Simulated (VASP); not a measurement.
The system is YZrF2.

```xyz
4
Lattice="4.4605 0.0000 0.0000 0.0000 4.4605 0.0000 0.0000 0.0000 2.6277" Properties=species:S:1:pos:R:3 pbc="T T T"
Y     2.2302    2.2302    1.3138
Zr    0.0000    0.0000    0.0000
F     2.2302    0.0000    0.0000
F     0.0000    2.2302    0.0000
```

| Item | Value |
| --- | --- |
| Program | VASP 6.6.1 |
| Task | relaxation of cell and atoms |
| Functional | PBE |
| Potentials or basis | VASP PAW PBE potentials, release 64 (Y_sv, Zr_sv, F) |
| Cutoff | 600 eV |
| k mesh | 4 × 4 × 6 |
| Occupations | gaussian, width 0.1 eV |
| Spin | no spin polarisation |

At the start: pressure 24.2 GPa; volume 13.07 Å³/atom.

Task: Where does the relaxation end?

Result: Over 9 steps the energy falls by 354.6 meV/atom and the volume is 16.71 Å³/atom (+27.8 %); space group P4/mmm (No. 123, to 0.05 Å).

Step by step:
```
step  energy change (eV)  largest force (eV/Å)  pressure (GPa)  volume (Å³)
   1              0.0000                0.0000           24.24        52.28
   2             -1.1718                0.0000           -2.97        68.58
   3             -1.1738                0.0000           -2.36        67.93
   4             -1.3607                0.0000           -1.02        67.20
   5             -1.4146                0.0000            0.91        66.25
   6             -1.4177                0.0000            0.47        66.46
   7             -1.4177                0.0000            0.55        66.42
   8             -1.4182                0.0000           -0.23        67.03
   9             -1.4184                0.0000            0.03        66.82
```

Final structure:
```cif
data_structure
_symmetry_space_group_name_H-M 'P 1'
_symmetry_Int_Tables_number 1
_cell_length_a 4.5235
_cell_length_b 4.5235
_cell_length_c 3.2657
_cell_angle_alpha 90.000
_cell_angle_beta 90.000
_cell_angle_gamma 90.000
_cell_volume 66.82
loop_
_atom_site_label
_atom_site_type_symbol
_atom_site_fract_x
_atom_site_fract_y
_atom_site_fract_z
_atom_site_occupancy
Y1 Y 0.50000 0.50000 0.50000 1
Zr1 Zr 0.00000 0.00000 0.00000 1
F1 F 0.50000 0.00000 0.00000 1
F2 F 0.00000 0.50000 0.00000 1
```

Caveat: the k points lie up to 0.35 Å⁻¹ apart in the final cell; the volume moved by over 15 % at a fixed basis, so the end points are rough; an odd number of electrons without spin polarisation forces a metal; a magnetic or distorted state may lie lower.
